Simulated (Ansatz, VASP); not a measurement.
## P in VASP and in Ansatz

```
P
1.0
     4.31521    0.00000    0.00000
     0.00000    4.31521    0.00000
     0.00000    0.00000    4.42135
P
1
Cartesian
  0.0000 0.0000 0.0000
```

Change from the starting cell: volume scaled by 1.03, PAW files.

Alike in both runs: task electric field gradients; functional PBE; k mesh 8 × 8 × 8; occupations fermi-dirac, width 0.03 eV; no spin polarisation.

|  | VASP | Ansatz |
| --- | --- | --- |
| version | VASP 6.6.1 | Ansatz 0.2.0 |
| potentials or method | VASP PAW PBE potentials, release 64 (P) | PAW with Ansatz's default frozen-core files, scalar-relativistic |
| plane-wave cutoff (eV) | 520 | 420 |
| valence electrons in the cell | 5 | 5 |

|  | VASP | Ansatz | Ansatz less VASP |
| --- | --- | --- | --- |
| pressure (GPa) | -3.4 | -3.4 | +0.01 |
| traceless stress, the component that is largest in VASP (GPa) | 0.23 | 0.23 | 0.000 |
| size of Vzz on the site where it differs most (V/Å²) | 0.6 | 0.6 | -0.02 |
